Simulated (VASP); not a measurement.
Here is a VASP 6.6.1 calculation.

The input INCAR:

```
SYSTEM = Li
ALGO = Normal
EDIFF = 1E-6
EDIFFG = -0.005
ENCUT = 600
GGA = PE
IBRION = 2
ISIF = 3
ISMEAR = -1
LASPH = .TRUE.
LCHARG = .FALSE.
LREAL = .FALSE.
LWAVE = .FALSE.
NELM = 80
NSW = 60
PREC = Accurate
SIGMA = 0.1
```

File KPOINTS:

```
k-points
0
G
  14 14 8
  0 0 0
```

The input POSCAR:

```
Li
1.0
    3.0646488937      0.0000000000      0.0000000000
   -1.5323244468      2.6540637956      0.0000000000
    0.0000000000      0.0000000000      4.9647312077
Li
2
Direct
    0.3333333333      0.6666666667      0.2500000000
    0.6666666667      0.3333333333      0.7500000000
```

Potentials or basis: VASP PAW PBE potentials, release 64 (Li_sv).

The run is started by

```bash
$ cat potpaw_PBE.64/Li_sv/POTCAR > POTCAR
$ mpirun -np 1 vasp_std > vasp.out
```

(1) What does it give for the relaxed volume?

(2) Estimate the space group after relaxing (to 0.05 Å).

(3) Predict the relaxed cell.

(4) What does it give for the band gap on the k mesh?

Results:

(1) 20.06 Å³/atom.

(2) P6_3/mmc (No. 194).

(3) a = 3.049 Å, b = 3.049 Å, c = 4.981 Å, α = 90.00°, β = 90.00°, γ = 120.00°.

(4) zero (band 3 reaches 2.57 eV, above the bottom of band 4 at -1.80 eV).

Caveat: the cutoff is under 1.25 times the usual one of these potentials, so pressure, stress and relaxed cells hold a basis-set (Pulay) error.
